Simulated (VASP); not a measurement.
Write the native input for VASP 6.6.1 that does the following.

- Task: single point
- Functional: PBE
- Potentials or basis: VASP PAW PBE potentials, release 64 (Al, Ru_pv)
- Cutoff: 500 eV
- k mesh: 8 × 8 × 8
- Occupations: fermi-dirac, width 0.15 eV
- Spin: no spin polarisation
- Dipole correction: no
- Further INCAR settings: ALGO = Normal; EDIFF = 1e-06; NBANDS = 16

The structure of AlRu lies in POSCAR:

```
AlRu
1.0
    2.9916000000      0.0000000000      0.0000000000
    0.0000000000      2.9916000000      0.0000000000
    0.0000000000      0.0000000000      2.9916000000
Al Ru
1 1
Direct
    0.0000000000      0.0000000000      0.0000000000
    0.5000000000      0.5000000000      0.5000000000
```

The input as run:

INCAR

```
SYSTEM = AlRu
PREC     = Accurate       ! precision mode
ENCUT    = 500            ! plane-wave cutoff, eV
EDIFF    = 1E-6           ! SCF threshold, eV
ISMEAR   = -1             ! smearing method
SIGMA    = 0.15           ! smearing width, eV
LREAL    = .FALSE.        ! projectors in reciprocal space
LASPH    = .TRUE.         ! aspherical terms in the spheres
NELM     = 120            ! most SCF steps
ALGO     = Normal         ! electronic algorithm
ISIF     = 2              ! what is computed and relaxed
LWAVE    = .FALSE.        ! write WAVECAR
LCHARG   = .TRUE.         ! write CHGCAR
GGA      = PE             ! functional
LELF     = .TRUE.         ! ELF
LVHAR    = .TRUE.       
NBANDS   = 16             ! bands
GGA_COMPAT= .FALSE.
```

KPOINTS

```
Automatic mesh
0
G
  8 8 8
  0 0 0
```

Potentials or basis: VASP PAW PBE potentials, release 64 (Al, Ru_pv).

Run with:

```sh
$ cat potpaw_PBE.64/Al/POTCAR potpaw_PBE.64/Ru_pv/POTCAR > POTCAR
$ mpirun -np 1 vasp_std > vasp.out
```

It gave:

```
Pressure               : 3.3 GPa
Band gap on the k mesh : zero (an odd number of electrons rules out a gap without spin polarisation)
```

Caveat: the cell stands under pressure.

Wall time 16 s on 1 thread of Intel(R) Xeon(R) Platinum 8375C CPU @ 2.90GHz (Ice Lake), with other jobs on the host, peak memory 0.14 GiB.
